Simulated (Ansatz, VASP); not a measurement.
TiC: VASP beside Ansatz

```xyz
2
Lattice="0.0000 2.1783 2.1783 2.1783 0.0000 2.1783 2.1783 2.1783 0.0000" Properties=species:S:1:pos:R:3 pbc="T T T"
Ti    0.0000    0.0000    0.0000
C     2.1783    2.1783    2.1783
```

Change from the starting cell: volume scaled by 1.02.

Alike in both runs: task single point; functional PBEsol; k mesh 16 × 16 × 16; occupations fermi-dirac, width 0.03 eV; no spin polarisation.

```csv
,VASP,Ansatz
version,VASP 6.6.1,Ansatz 0.2.0
potentials or method,"VASP PAW PBE potentials, release 64 (Ti_sv, C), cutoff 520 eV","all-electron LAPW, scalar-relativistic"
```

|  | VASP | Ansatz | Ansatz less VASP |
| --- | --- | --- | --- |
| pressure (GPa) | -10.6 | -10.8 | -0.22 |

VASP's potentials were made for PBE, not for PBEsol. Ansatz ran all-electron here, and VASP with PAW potentials.
